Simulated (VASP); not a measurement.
A run of VASP 6.6.1 is set up as follows.

Contents of INCAR:

```
SYSTEM = NbRu
PREC = Accurate ; ENCUT = 600
EDIFF = 1E-6 ; ISMEAR = -1
SIGMA = 0.15 ; LREAL = .FALSE.
LASPH = .TRUE. ; NELM = 100
ALGO = Normal ; ISIF = 3
LWAVE = .FALSE. ; LCHARG = .FALSE.
GGA = PS ; IBRION = 2
NSW = 80 ; EDIFFG = -0.001
```

The input KPOINTS:

```
regular mesh
0
G
  14 14 12
  0 0 0
```

File POSCAR:

```
NbRu
1.0
    3.0254822522      0.0000000000      0.0000000000
    0.0000000000      3.0254822522      0.0000000000
    0.0000000000      0.0000000000      3.3821619959
Nb Ru
1 1
Direct
    0.0000000000      0.0000000000      0.0000000000
    0.5000000000      0.5000000000      0.5000000000
```

Potentials or basis: VASP PAW PBE potentials, release 64 (Nb_sv, Ru_pv).

The run is started by

```bash
$ cat potpaw_PBE.64/Nb_sv/POTCAR potpaw_PBE.64/Ru_pv/POTCAR > POTCAR
$ mpirun -np 1 vasp_std > vasp.out
```

Estimate the relaxed volume.

15.48 Å³/atom.

What does it give for the relaxed cell?

a = 3.029 Å, b = 3.029 Å, c = 3.376 Å, α = 90.00°, β = 90.00°, γ = 90.00°.

Estimate the space group after relaxing (to 0.05 Å).

P4/mmm (No. 123).

Final structure:
```yaml
crystal:
  lattice:
    - [3.02851, 0.00000, 0.00000]
    - [0.00000, 3.02851, 0.00000]
    - [0.00000, 0.00000, 3.37622]
  atoms:
    - { symbol: Nb, position: [0.00000, 0.00000, 0.00000] }
    - { symbol: Ru, position: [0.50000, 0.50000, 0.50000] }
```

Caveat: the PAW data sets were made with another functional, which shifts forces and pressure a little.
